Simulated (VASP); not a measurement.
# ZnInGaO4 (R3m) in VASP: single point with revPBE

Aim: the single point of ZnInGaO4 with revPBE.

Program: VASP 6.6.1. These are calculated values, not measurements. Logs are shortened: lines on timing, memory, paths and dates and some standing lists are left out, and cuts for length are marked.

### 1 The cell of the first run

The structure is trigonal, space group R3m (No. 160). The conventional cell has a = 3.361 Å, b = 3.361 Å, c = 26.532 Å, α = 90.00°, β = 90.00°, γ = 120.00°. In (site symmetry 3m) has 6 O at 2.20 to 2.24 Å within 2.9 Å. Ga (site symmetry 3m) has 5 O at 1.94 to 2.03 Å within 2.6 Å. Within 2.7 Å of Zn (site symmetry 3m) lie 5 O at 2.02 to 2.56 Å. Within 2.8 Å of O (site symmetry 3m) lie 3 Zn at 2.02 Å and 1 Ga at 2.03 Å and 3 O at 2.78 Å. O (site symmetry 3m) has 3 Ga at 1.94 Å and 1 Zn at 2.56 Å within 2.6 Å. O (site symmetry 3m) has 1 Ga at 2.01 Å and 3 In at 2.24 Å within 2.7 Å. Within 2.9 Å of O (site symmetry 3m) lie 1 Zn at 2.09 Å and 3 In at 2.20 Å and 3 O at 2.89 Å.

### 2 Single point, revPBE (last atom moved by 0.05 Å along z, cell strained by +1.5% along z)

Input file INCAR:

```
SYSTEM = ZnInGaO4
GGA = RE
ISMEAR = 0
SIGMA = 0.03
LWAVE = .FALSE.
LCHARG = .FALSE.
ISIF = 2
PREC = Accurate
LASPH = .TRUE.
LREAL = .FALSE.
ALGO = Normal
EDIFF = 1E-8
NELM = 120
GGA_COMPAT = .FALSE.
ENCUT = 840
EFERMI = MIDGAP
KPAR = 8
NBANDS = 61
```

Input file KPOINTS:

```
Automatic mesh
0
Gamma
  12 12 12
  0 0 0
```

Input file POSCAR:

```
ZnInGaO4
1.0
    1.6803268679      0.9701371695      8.8441065439
   -1.6803268679      0.9701371695      8.8441065439
    0.0000000000     -1.9402743390      8.8441065439
In Ga Zn O
1 1 1 4
Direct
    0.0027680000      0.0027680000      0.0027680000
    0.7870340000      0.7870340000      0.7870340000
    0.2183820000      0.2183820000      0.2183820000
    0.8635990000      0.8635990000      0.8635990000
    0.1217170000      0.1217170000      0.1217170000
    0.7113580000      0.7113580000      0.7113580000
    0.2970557600      0.2970557600      0.2970557600
```

Potentials or basis: VASP PAW PBE potentials, release 64 (In_d, Ga_d, Zn, O).

The run is started by

```console
cat potpaw_PBE.64/In_d/POTCAR potpaw_PBE.64/Ga_d/POTCAR potpaw_PBE.64/Zn/POTCAR potpaw_PBE.64/O/POTCAR > POTCAR
mpirun -np 8 vasp_std > vasp.out
```

OUTCAR:

```text
SYSTEM = ZnInGaO4
   GGA = RE
   ISMEAR = 0
   ISIF = 2
   PREC = Accurate
   LASPH = .TRUE.
   LREAL = .FALSE.
   EDIFF = 1E-8
   NELM = 120
   ENCUT = 840
   EFERMI = MIDGAP

 ion  position               nearest neighbor table
   1  0.003  0.003  0.003-   7 2.20   7 2.20   7 2.20   6 2.24   6 2.24   6 2.24
   2  0.787  0.787  0.787-   5 1.94   5 1.94   5 1.94   6 2.01   4 2.03
   3  0.218  0.218  0.218-   4 2.02   4 2.02   4 2.02   7 2.09
   4  0.864  0.864  0.864-   3 2.02   3 2.02   3 2.02   2 2.03
   5  0.122  0.122  0.122-   2 1.94   2 1.94   2 1.94
   6  0.711  0.711  0.711-   2 2.01   1 2.24   1 2.24   1 2.24
   7  0.297  0.297  0.297-   3 2.09   1 2.20   1 2.20   1 2.20

  LATTYP: Found a trigonal (rhomboedric) cell.
 ALAT       =     9.0544400749
 COS(alpha) =     0.9311198092

  Lattice vectors:

 A1 = (   1.6803268679,   0.9701371695,   8.8441065439)
 A2 = (  -1.6803268679,   0.9701371695,   8.8441065439)
 A3 = (   0.0000000000,  -1.9402743390,   8.8441065439)

Analysis of symmetry for initial positions (statically):
=====================================================================
 Subroutine PRICEL returns:
 Original cell was already a primitive cell.

 Routine SETGRP: Setting up the symmetry group for a
 trigonal (rhombohedral) supercell.

 Subroutine GETGRP returns: Found  6 space group operations
 (whereof  6 operations were pure point group operations)
 out of a pool of 12 trial point group operations.

The static configuration has the point symmetry C_3v.

Analysis of symmetry for dynamics (positions and initial velocities):
=====================================================================
 Subroutine PRICEL returns:
 Original cell was already a primitive cell.

 Routine SETGRP: Setting up the symmetry group for a
 trigonal (rhombohedral) supercell.

 Subroutine GETGRP returns: Found  6 space group operations
 (whereof  6 operations were pure point group operations)
 out of a pool of 12 trial point group operations.

The dynamic configuration has the point symmetry C_3v.

 Subroutine INISYM returns: Found  6 space group operations
 (whereof  6 operations are pure point group operations),
 and found     1 'primitive' translations

----------------------------------------------------------------------------------------

                                     Primitive cell

  volume of cell :      86.5032

  direct lattice vectors                    reciprocal lattice vectors
     1.680326868  0.970137169  8.844106544     0.297561153  0.171797012  0.037689882
    -1.680326868  0.970137169  8.844106544    -0.297561153  0.171797012  0.037689882
     0.000000000 -1.940274339  8.844106544     0.000000000 -0.343594023  0.037689882

  length of vectors
     9.054440075  9.054440075  9.054440075     0.345655002  0.345655002  0.345655002

  position of ions in fractional coordinates (direct lattice)
     0.002768000  0.002768000  0.002768000
     0.787034000  0.787034000  0.787034000
     0.218382000  0.218382000  0.218382000
     0.863599000  0.863599000  0.863599000
     0.121717000  0.121717000  0.121717000
     0.711358000  0.711358000  0.711358000
     0.297055760  0.297055760  0.297055760

  ion indices of the primitive-cell ions
   primitive index   ion index
                 1           1
                 2           2
                 3           3
                 4           4
                 5           5
                 6           6
                 7           7

----------------------------------------------------------------------------------------

 KPOINTS: Automatic mesh

Automatic generation of k-mesh.
 Grid dimensions read from file:
 generate k-points for:   12   12   12

 Generating k-lattice:

  Cartesian coordinates                     Fractional coordinates (reciprocal lattice)
     0.024796763  0.014316418  0.003140824     0.083333333  0.000000000  0.000000000
    -0.024796763  0.014316418  0.003140824     0.000000000  0.083333333  0.000000000
     0.000000000 -0.028632835  0.003140824     0.000000000  0.000000000  0.083333333

  Length of vectors
     0.028804583  0.028804583  0.028804583

  Shift w.r.t. Gamma in fractional coordinates (k-lattice)
     0.000000000  0.000000000  0.000000000

 Subroutine IBZKPT returns following result:
 ===========================================

 Found    189 irreducible k-points:

 Following reciprocal coordinates:
            Coordinates               Weight
  0.000000  0.000000  0.000000      1.000000
  0.083333  0.000000 -0.000000      6.000000
  0.166667 -0.000000 -0.000000      6.000000
  0.250000  0.000000 -0.000000      6.000000
  0.333333 -0.000000  0.000000      6.000000
  0.416667  0.000000 -0.000000      6.000000
[... 16 lines left out ...]
  0.500000  0.166667  0.000000     12.000000
 -0.416667  0.166667  0.000000     12.000000
 [... further k-points ...]
   k-points           NKPTS =    189   k-points in BZ     NKDIM =    189   number of bands    NBANDS=     61
   number of dos      NEDOS =    301   number of ions     NIONS =      7
   total plane-waves  NPLWV = 729000
   dimension x,y,z NGX =    90 NGY =   90 NGZ =   90
   dimension x,y,z NGXF=   180 NGYF=  180 NGZF=  180
   ions per type =               1   1   1   4
   NGX,Y,Z   is equivalent  to a cutoff of  16.52, 16.52, 16.52 a.u.
   NGXF,Y,Z  is equivalent  to a cutoff of  33.05, 33.05, 33.05 a.u.
 SYSTEM =  ZnInGaO4
   PREC   = accura    normal or accurate (medium, high low for compatibility)
   ISTART =      0    job   : 0-new  1-cont  2-samecut
   ICHARG =      2    charge: 1-file 2-atom 10-const
   ISPIN  =      1    spin polarized calculation?
   LNONCOLLINEAR =      F non collinear calculations
   LSORBIT =      F    spin-orbit coupling
   LASPH  =      T    aspherical Exc in radial PAW
   ENCUT  =  840.0 eV  61.74 Ry    7.86 a.u.  21.40 21.40 21.40*2*pi/ulx,y,z
   NELM   =    120;   NELMIN=  2; NELMDL= -5     # of ELM steps
   EDIFF  = 0.1E-07   stopping-criterion for ELM
   LREAL  =      F    real-space projection
   EDIFFG = 0.1E-06   stopping-criterion for IOM
   NSW    =      0    number of steps for IOM
   IBRION =     -1    ionic relax: 0-MD 1-quasi-New 2-CG
   NFREE  =      0    steps in history (QN), initial steepest desc. (CG)
   ISIF   =      2    stress and relaxation
   ISYM   =      2    0-nonsym 1-usesym 2-fastsym
   POTIM  = 0.5000    time-step for ionic-motion
   TEBEG  =    0.0;   TEEND  =   0.0 temperature during run

   SCALEE = 1.0000    scale energy and forces
   PSTRESS=    0.0 pullay stress
   NELECT =      62.0000    total number of electrons
   NUPDOWN=      -1.0000    fix difference up-down
   EMIN   =  10.00;   EMAX   =-10.00  energy-range for DOS
   EFERMI =   0.00;   METHOD = MIDGAP
   ISMEAR =     0;   SIGMA  =   0.03  broadening in eV -4-tet -1-fermi 0-gaus
   EFERMI_NEDOS =   21; number of points for ismear=-14 and -15
   IALGO  =     38    algorithm
   IMIX   =      4    mixing-type and parameters
     AMIX     =   0.40;   BMIX     =  1.00
     AMIX_MAG =   1.60;   BMIX_MAG =  1.00
  volume/ion in A,a.u.               =      12.36        83.39
  Fermi-wavevector in a.u.,A,eV,Ry     =   1.465080  2.768600 29.204355  2.146460
  Thomas-Fermi vector in A             =   2.580980
   LORBIT       =      0    0 simple, 1 ext, 2 COOP (PROOUT), +10 PAW based schemes
   GGA     = RE    functional components
   LHFCALC =     F    Hartree Fock is set to
   AEXX    =    0.0000 exact exchange contribution
   IVDW    =     0    specifies the selected vdW correction
   LEPSILON=     F    determine dielectric tensor
   LRPA    =     F    only Hartree local field effects (RPA)

   CSHIFT  =0.1000    complex shift for real part using Kramers Kronig

   OMEGAMAX=  -1.0    maximum frequency
 non-spin polarized calculation
 Gauss-broadening in eV      SIGMA  =   0.03
  energy-cutoff  :      840.00
  volume of cell :       86.50
 maximum number of plane-waves:      4810
 NGX is ok and might be reduce to    90
   NGX = 43   NGY = 43   NGZ = 43

 number of electron      62.0000004 magnetization

 Free energy of the ion-electron system (eV)
  ---------------------------------------------------
  ext. energy  EPLUGINS =         0.00000000
  ---------------------------------------------------
  free energy    TOTEN  =       -35.45281085 eV

  energy without entropy =      -35.45281085  energy(sigma->0) =      -35.45281085

 E-fermi :   4.0215     XC(G=0): -10.7310

 val. band max:        3.4414252244   @ k =   0.0000   0.0000   0.0000
 cond. band min:       4.6015506056   @ k =   0.0000   0.0000   0.0000
 fundamental gap:      1.1601253813
 Fermi energy:         4.0214879150

 k-point     1 :       0.0000    0.0000    0.0000
  band No.  band energies     occupation
      1     -14.9671      2.00000
      2     -13.9777      2.00000
      3     -13.5389      2.00000
      4     -12.9874      2.00000
      5      -9.9026      2.00000
      6      -9.9026      2.00000
[... 35 lines left out ...]
     42      16.6863      0.00000
     43      16.6863      0.00000

 k-point     2 :       0.0833    0.0000   -0.0000
  band No.  band energies     occupation
      1     -14.9281      2.00000
      2     -13.9398      2.00000
      3     -13.5211      2.00000
      4     -13.0219      2.00000
      5      -9.8908      2.00000
      6      -9.8886      2.00000
[... 35 lines left out ...]
     42      16.4159      0.00000
     43      16.7630      0.00000

 k-point     3 :       0.1667   -0.0000   -0.0000
  band No.  band energies     occupation
      1     -14.8197      2.00000
      2     -13.8358      2.00000
      3     -13.4725      2.00000
      4     -13.1109      2.00000
      5      -9.8525      2.00000
      6      -9.8502      2.00000
[... 919 lines left out ...]
      6      -9.5995      2.00000
[... 35 lines left out ...]
     42      16.0264      0.00000
     43      16.2782      0.00000

 k-point    24 :      -0.4167    0.1667    0.0000
  band No.  band energies     occupation
      1     -14.2963      2.00000
      2     -13.5331      2.00000
      3     -13.3157      2.00000
      4     -13.2334      2.00000
      5      -9.6922      2.00000
      6      -9.6032      2.00000
[... 35 lines left out ...]
     42      15.9960      0.00000
     43      16.2966      0.00000

 [... further k-points ...]

 [bands above 43 left out]

------------------------ aborting loop because EDIFF is reached ----------------------------------------

  FORCE on cell =-STRESS in cart. coord.  units (eV):
  Direction    XX          YY          ZZ          XY          YZ          ZX
  --------------------------------------------------------------------------------------
  -------------------------------------------------------------------------------------
  Total        1.3218916      1.3218916     -0.4989158      0.0000000     -0.0000000      0.0000000
  in kB       24.4835455     24.4835455     -9.2407176      0.0000000     -0.0000000      0.0000000
  external PRESSURE =      13.2421245 kB  Pullay stress =       0.0000000 kB

 VOLUME and BASIS-vectors are now :
 -----------------------------------------------------------------------------
  energy-cutoff  :      840.00
  volume of cell :       86.50
      direct lattice vectors                 reciprocal lattice vectors
     1.680326868  0.970137169  8.844106544     0.297561153  0.171797012  0.037689882
    -1.680326868  0.970137169  8.844106544    -0.297561153  0.171797012  0.037689882
     0.000000000 -1.940274339  8.844106544     0.000000000 -0.343594023  0.037689882

 POSITION                                       TOTAL-FORCE (eV/Angst)
 -----------------------------------------------------------------------------------
      0.00000      0.00000      0.07344         0.000000     -0.000000      0.353801
      0.00000      0.00000     20.88184         0.000000     -0.000000     -0.243381
      0.00000      0.00000      5.79418         0.000000      0.000000      0.362166
      0.00000      0.00000     22.91328         0.000000     -0.000000      0.000975
      0.00000      0.00000      3.22943         0.000000     -0.000000      0.032583
      0.00000      0.00000     18.87398         0.000000     -0.000000      0.252598
      0.00000      0.00000      7.88158         0.000000      0.000000     -0.758743
 -----------------------------------------------------------------------------------
    total drift:                                0.000000      0.000000     -0.000005

  FREE ENERGIE OF THE ION-ELECTRON SYSTEM (eV)
  ---------------------------------------------------
  free  energy   TOTEN  =       -35.4528108503 eV

  energy  without entropy=      -35.4528108503  energy(sigma->0) =      -35.45281085
```

It took 45 min on 8 MPI ranks of Intel Xeon Platinum 8488C (Sapphire Rapids), shared host; peak memory 2.6 GiB.

What came out:

```yaml
Free_energy: -35.4528 eV
Pressure: 1.3 GPa
Largest_force: 0.759 eV/Å
Band_gap_on_the_k_mesh: 1.16 eV
```

Forces in eV/Å, atoms in the order of the input:
```
In   0.000  0.000  0.354
Ga   0.000  0.000 -0.243
Zn   0.000  0.000  0.362
O    0.000  0.000  0.001
O    0.000  0.000  0.033
O    0.000  0.000  0.253
O    0.000  0.000 -0.759
```

Levels at points of the mesh, in eV from the valence-band top:
```csv
k point,band 28,band 29,band 30,band 31,band 32,band 33,band 34,band 35
"(0.00, 0.00, 0.00)",-0.54,-0.42,0.00,0.00,1.16,4.25,4.79,6.06
"(0.50, 0.00, 0.00)",-1.04,-1.00,-0.34,-0.24,5.27,5.92,6.48,7.29
"(0.50, 0.50, 0.00)",-1.15,-0.94,-0.81,-0.29,5.36,5.78,6.53,7.33
"(0.50, 0.50, 0.50)",-0.56,-0.56,0.00,0.00,2.56,2.81,5.14,6.29
```

Caveat: the cell differs from its parent crystal (last atom moved by 0.05 Å along z, cell strained by +1.5% along z); the PAW data sets were made with another functional, which shifts forces and pressure a little; spin-orbit coupling is left out, which moves the levels of the heavy elements. A k mesh can miss the band edges.
